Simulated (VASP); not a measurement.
# CoO (P3m1) in VASP: notebook

CoO is run at these levels: PBEsol; tasks: single point.

All numbers are computed with VASP 6.6.1; they aren't measurements. Logs are shortened: lines on timing, memory, paths and dates and some standing lists are left out, and cuts for length are marked.

## Step 1: The cell of the first run

The typed cell holds 4 atoms: a = 3.143 Å, b = 3.143 Å, c = 5.140 Å, α = 90.00°, β = 90.00°, γ = 120.00°.

## Step 2: Single point, PBEsol, collinear spin, antiferromagnetic start

INCAR reads:

```
SYSTEM = CoO
ALGO = Normal
EDIFF = 1E-6
ENCUT = 520
GGA = PS
ISIF = 2
ISMEAR = 1
ISPIN = 2
LASPH = .TRUE.
LCHARG = .FALSE.
LMAXMIX = 4
LORBIT = 11
LREAL = .FALSE.
LWAVE = .FALSE.
MAGMOM = 2.5 -2.5 0 0
NBANDS = 27
NELM = 150
PREC = Accurate
SIGMA = 0.15
```

KPOINTS reads:

```
k-points
0
G
  8 8 5
  0 0 0
```

POSCAR reads:

```
CoO
1.0
    3.1434381380      0.0000000000      0.0000000000
   -1.5717190690      2.7222966257      0.0000000000
    0.0000000000      0.0000000000      5.1400706728
Co O
2 2
Direct
    0.0000000000      0.0000000000      0.0034740000
    0.3333333333      0.6666666667      0.5033620000
    0.0000000000      0.0000000000      0.3716090000
    0.3333333333      0.6666666667      0.8715560000
```

Potentials or basis: VASP PAW PBE potentials, release 64 (Co, O).

Run with:

```sh
> cat potpaw_PBE.64/Co/POTCAR potpaw_PBE.64/O/POTCAR > POTCAR
> mpirun -np 1 vasp_std > vasp.out
```

OUTCAR:

```text
SYSTEM = CoO
   EDIFF = 1E-6
   ENCUT = 520
   GGA = PS
   ISIF = 2
   ISMEAR = 1
   ISPIN = 2
   LASPH = .TRUE.
   LORBIT = 11
   LREAL = .FALSE.
   NELM = 150
   PREC = Accurate

 ion  position               nearest neighbor table
   1  0.000  0.000  0.003-   3 1.89   4 1.94   4 1.94   4 1.94
   2  0.333  0.667  0.503-   4 1.89   3 1.94   3 1.94   3 1.94
   3  0.000  0.000  0.372-   1 1.89   2 1.94   2 1.94   2 1.94
   4  0.333  0.667  0.872-   2 1.89   1 1.94   1 1.94   1 1.94

  LATTYP: Found a hexagonal cell.
 ALAT       =     3.1434381380
 C/A-ratio  =     1.6351747504

  Lattice vectors:

 A1 = (   3.1434381380,   0.0000000000,   0.0000000000)
 A2 = (  -1.5717190690,   2.7222966257,   0.0000000000)
 A3 = (   0.0000000000,   0.0000000000,   5.1400706728)

Analysis of symmetry for initial positions (statically):
=====================================================================
 Subroutine PRICEL returns:
 Original cell was already a primitive cell.

 Routine SETGRP: Setting up the symmetry group for a
 hexagonal supercell.

 Subroutine GETGRP returns: Found  6 space group operations
 (whereof  6 operations were pure point group operations)
 out of a pool of 24 trial point group operations.

The static configuration has the point symmetry C_3v.

Analysis of symmetry for dynamics (positions and initial velocities):
=====================================================================
 Subroutine PRICEL returns:
 Original cell was already a primitive cell.

 Routine SETGRP: Setting up the symmetry group for a
 hexagonal supercell.

 Subroutine GETGRP returns: Found  6 space group operations
 (whereof  6 operations were pure point group operations)
 out of a pool of 24 trial point group operations.

The dynamic configuration has the point symmetry C_3v.

Analysis of structural, dynamic, and magnetic symmetry:
=====================================================================
 Subroutine PRICEL returns:
 Original cell was already a primitive cell.

 Routine SETGRP: Setting up the symmetry group for a
 hexagonal supercell.

 Subroutine GETGRP returns: Found  6 space group operations
 (whereof  6 operations were pure point group operations)
 out of a pool of 24 trial point group operations.

The overall configuration has the point symmetry C_3v.

 Subroutine INISYM returns: Found  6 space group operations
 (whereof  6 operations are pure point group operations),
 and found     1 'primitive' translations
[... 121 lines left out ...]
  Fermi-wavevector in a.u.,A,eV,Ry     =   1.441049  2.723188 28.254163  2.076622
  Thomas-Fermi vector in A             =   2.559725
   LORBIT       =     11    0 simple, 1 ext, 2 COOP (PROOUT), +10 PAW based schemes
   GGA     = PS    functional components
   LHFCALC =     F    Hartree Fock is set to
   AEXX    =    0.0000 exact exchange contribution
   IVDW    =     0    specifies the selected vdW correction
   LEPSILON=     F    determine dielectric tensor
   LRPA    =     F    only Hartree local field effects (RPA)
 spin polarized calculation
 Methfessel and Paxton  Order N= 1 SIGMA  =   0.15
  energy-cutoff  :      520.00
  volume of cell :       43.99
 maximum number of plane-waves:      1200
 NGX is ok and might be reduce to    24
   NGX = 11   NGY = 11   NGZ = 19

 number of electron      29.9999995 magnetization      -0.0027206

 number of electron      29.9999995 magnetization       0.0017770

 Free energy of the ion-electron system (eV)
  ---------------------------------------------------
  ext. energy  EPLUGINS =         0.00000000
  ---------------------------------------------------
  free energy    TOTEN  =       -28.49049021 eV

  energy without entropy =      -28.48977229  energy(sigma->0) =      -28.49025090

 E-fermi :   6.5263     XC(G=0): -11.6861

 val. band max:        6.5252099257   @ k =  -0.1250   0.5000   0.2000
 cond. band min:       6.5352288031   @ k =   0.1250  -0.0000   0.2000
 fundamental gap:      0.0100188774
 Fermi energy:         6.5262755861

 spin component 1

 k-point     1 :       0.0000    0.0000    0.0000
  band No.  band energies     occupation
      1     -13.7754      1.00000
      2     -13.0115      1.00000
      3      -0.8677      1.00000
      4       0.3312      1.00000
      5       0.3312      1.00000
      6       0.3359      1.00000
[... 709 lines left out ...]
     26      22.1307      0.00000
     27      23.4965      0.00000

 [... further k-points ...]

 spin component 2

 k-point     1 :       0.0000    0.0000    0.0000
  band No.  band energies     occupation
      1     -13.7766      1.00000
      2     -13.0097      1.00000
      3      -0.8680      1.00000
      4       0.3273      1.00000
      5       0.3273      1.00000
      6       0.3371      1.00000
[... 709 lines left out ...]
     26      22.1309      0.00000
     27      23.4968      0.00000

 [... further k-points ...]
[... 5 lines left out ...]
  --------------------------------------------------------------------------------------
  -------------------------------------------------------------------------------------
  Total       -1.5292630     -1.5292623     -0.5645788      0.0000000      0.0000000      0.0000000
  in kB      -55.7036072    -55.7035803    -20.5648560      0.0000000      0.0000000      0.0000000
  external PRESSURE =     -43.9906812 kB  Pullay stress =       0.0000000 kB

 VOLUME and BASIS-vectors are now :
 -----------------------------------------------------------------------------
  energy-cutoff  :      520.00
  volume of cell :       43.99
      direct lattice vectors                 reciprocal lattice vectors
     3.143438138  0.000000000  0.000000000     0.318123009  0.183668449  0.000000000
    -1.571719069  2.722296626  0.000000000     0.000000000  0.367336899  0.000000000
     0.000000000  0.000000000  5.140070673     0.000000000  0.000000000  0.194549854

 POSITION                                       TOTAL-FORCE (eV/Angst)
 -----------------------------------------------------------------------------------
      0.00000      0.00000      0.01786         0.000000      0.000000      0.049987
     -0.00000      1.81486      2.58732         0.000000      0.000000      0.056838
      0.00000      0.00000      1.91010        -0.000000      0.000000     -0.054073
     -0.00000      1.81486      4.47986        -0.000000      0.000000     -0.052752
 -----------------------------------------------------------------------------------
    total drift:                                0.000000     -0.000000      0.000216

  FREE ENERGIE OF THE ION-ELECTRON SYSTEM (eV)
  ---------------------------------------------------
  free  energy   TOTEN  =       -28.4904902126 eV

  energy  without entropy=      -28.4897722880  energy(sigma->0) =      -28.49025090

 total charge

# of ion       s       p       d       tot
------------------------------------------
    1        0.362   0.477   7.261   8.099
    2        0.362   0.477   7.261   8.100
    3        1.550   3.425   0.000   4.975
    4        1.550   3.425   0.000   4.975
--------------------------------------------------
tot          3.823   7.803  14.523  26.149

 magnetization (x)

# of ion       s       p       d       tot
------------------------------------------
    1        0.007   0.039   2.075   2.121
    2       -0.007  -0.039  -2.074  -2.120
    3       -0.011  -0.132   0.000  -0.143
    4        0.011   0.132   0.000   0.143
--------------------------------------------------
tot         -0.000   0.000   0.001   0.001
```

OSZICAR:

```text
N       E                     dE             d eps       ncg     rms          rms(c)
DAV:   1     0.252151723277E+03    0.25215E+03   -0.13385E+04  4360   0.132E+03
DAV:   2    -0.636022740879E+01   -0.25851E+03   -0.23130E+03  4426   0.315E+02
DAV:   3    -0.332597731224E+02   -0.26900E+02   -0.25498E+02  4747   0.116E+02
DAV:   4    -0.338763844750E+02   -0.61661E+00   -0.61410E+00  4815   0.179E+01
DAV:   5    -0.338966220353E+02   -0.20238E-01   -0.20233E-01  5801   0.306E+00    0.244E+01
DAV:   6    -0.336617402574E+02    0.23488E+00   -0.41449E+01  5659   0.997E+01    0.320E+01
DAV:   7    -0.284020121296E+02    0.52597E+01   -0.17804E+01  4761   0.903E+01    0.105E+01
DAV:   8    -0.285573957536E+02   -0.15538E+00   -0.19794E+00  4825   0.101E+01    0.616E+00
DAV:   9    -0.289854242778E+02   -0.42803E+00   -0.17247E+00  6047   0.186E+01    0.106E+01
DAV:  10    -0.284885902752E+02    0.49683E+00   -0.11092E+00  5877   0.188E+01    0.126E+00
DAV:  11    -0.284923113594E+02   -0.37211E-02   -0.45756E-02  5650   0.226E+00    0.507E-01
DAV:  12    -0.284904532742E+02    0.18581E-02   -0.73295E-03  5962   0.100E+00    0.218E-01
DAV:  13    -0.284904880004E+02   -0.34726E-04   -0.13532E-03  5046   0.333E-01    0.771E-02
DAV:  14    -0.284904823647E+02    0.56357E-05   -0.10991E-04  5399   0.112E-01    0.497E-02
DAV:  15    -0.284904893192E+02   -0.69545E-05   -0.40321E-05  5130   0.605E-02    0.185E-02
DAV:  16    -0.284904902126E+02   -0.89343E-06   -0.59217E-06  4208   0.303E-02
   1 F= -.28490490E+02 E0= -.28490251E+02  d E =-.717925E-03  mag=     0.0016
```

stdout:

```text
POSCAR found type information on POSCAR CoO
 POSCAR found :  2 types and       4 ions
 scaLAPACK will be used
 -----------------------------------------------------------------------------
|                                                                             |
|                                                                             |
|     You enforced a specific xc type in the INCAR file but a different       |
|     I HOPE YOU KNOW WHAT YOU ARE DOING!                                     |
|                                                                             |
 -----------------------------------------------------------------------------

 LDA part: xc-table for (Slater+PW92), standard interpolation
 POSCAR, INCAR and KPOINTS ok, starting setup
 FFT: planning ... GRIDC
 FFT: planning ... GRID_SOFT
 FFT: planning ... GRID
 WAVECAR not read
 entering main loop
```

Wall time 1.7 min (1 thread of Intel Xeon 8259CL, shared host); peak memory 0.22 GiB.

What came out:

```yaml
Free_energy: -28.4905 eV
Pressure: -4.4 GPa
Largest_force: 0.057 eV/Å
Band_gap_on_the_k_mesh: zero (filled and empty bands overlap)
Net_moment: 0.00 μB per cell
Site_moments: Co +2.12, -2.12; O -0.14, +0.14 μB
Valence_electrons_inside_the_program's_atomic_spheres: Co 8.10; O 4.97
```

Forces on the atoms (eV/Å):
```
Co   0.000  0.000  0.050
Co   0.000  0.000  0.057
O    0.000  0.000 -0.054
O    0.000  0.000 -0.053
```

Caveat: the cell stands under tension; the PAW data sets were made with another functional, which shifts forces and pressure a little; semilocal functionals often make such compounds metallic where correlation or magnetic order opens a gap, which also shifts bond lengths. With open d or f shells a metallic result of PBEsol can be an artefact of self-interaction; +U or a hybrid may open a gap.

## Step 3: Single point, PBEsol, collinear spin, antiferromagnetic start

This run uses another cell than the first one, of 11.34 Å³/atom.

INCAR reads:

```
  ALGO = Normal
  EDIFF = 1E-7
  ENCUT = 520
  GGA = PS
  ISIF = 2
  ISMEAR = 1
  ISPIN = 2
  LASPH = T
  LCHARG = F
  LMAXMIX = 4
  LORBIT = 11
  LREAL = F
  LWAVE = F
  MAGMOM = 2.5 -2.5 0 0
  NBANDS = 27
  NELM = 150
  PREC = Accurate
  SIGMA = 0.15
```

KPOINTS reads:

```
k-points
0
Gamma
  8 8 5
```

POSCAR reads:

```
CoO
1.0
    3.1761846419      0.0000000000      0.0000000000
   -1.5880923210      2.7506559232      0.0000000000
    0.0000000000      0.0000000000      5.1936169292
Co O
2 2
Direct
    0.0000000000      0.0000000000      0.0034740000
    0.3333333333      0.6666666667      0.5033620000
    0.0000000000      0.0000000000      0.3716090000
    0.3333333333      0.6666666667      0.8715560000
```

Potentials or basis: VASP PAW PBE potentials, release 64 (Co, O).

Run with:

```sh
> cat potpaw_PBE.64/Co/POTCAR potpaw_PBE.64/O/POTCAR > POTCAR
> mpirun -np 1 vasp_std > vasp.out
```

It took 2 min on 1 thread of Intel Xeon 8259CL, shared host; peak memory 0.22 GiB.

It converged, with:

| Item | Value |
| --- | --- |
| Free energy | -28.4392 eV |
| Pressure | -7.8 GPa |
| Largest force | 0.106 eV/Å |
| Band gap on the k mesh | zero (filled and empty bands overlap) |
| Net moment | 0.00 μB per cell |
| Site moments | Co +2.20, -2.20; O -0.15, +0.15 μB |
| Valence electrons inside the program's atomic spheres | Co 8.04; O 4.96 |

Forces in eV/Å, atoms in the order of the input:
```
Co   0.000  0.000  0.101
Co   0.000  0.000  0.106
O    0.000  0.000 -0.104
O    0.000  0.000 -0.103
```

Stress tensor (GPa, compression positive):
```
-8.60  0.00  0.00
 0.00 -8.60  0.00
 0.00  0.00 -6.31
```

Levels at points of the mesh, in eV from the Fermi level:
Spin up:
| k point | band 11 | band 12 | band 13 | band 14 | band 15 | band 16 | band 17 | band 18 | band 19 | band 20 |
| --- | --- | --- | --- | --- | --- | --- | --- | --- | --- | --- |
| (0.00, 0.00, 0.00) | -1.72 | -0.96 | -0.96 | 0.03 | 0.03 | 0.18 | 1.56 | 1.99 | 1.99 | 5.56 |
| (0.50, 0.00, 0.00) | -1.96 | -1.88 | -1.35 | -0.27 | -0.16 | -0.03 | 0.73 | 1.20 | 5.82 | 6.15 |
Spin down:
```
           k point  band 13  band 14  band 15  band 16  band 17  band 18
(0.00, 0.00, 0.00)    -0.95     0.03     0.03     0.18     1.56     1.99
(0.50, 0.00, 0.00)    -1.35    -0.27    -0.16    -0.03     0.73     1.20
```

Caveat: the cell stands under tension; the PAW data sets were made with another functional, which shifts forces and pressure a little; semilocal functionals often make such compounds metallic where correlation or magnetic order opens a gap, which also shifts bond lengths.

[end of part 1 of 2]
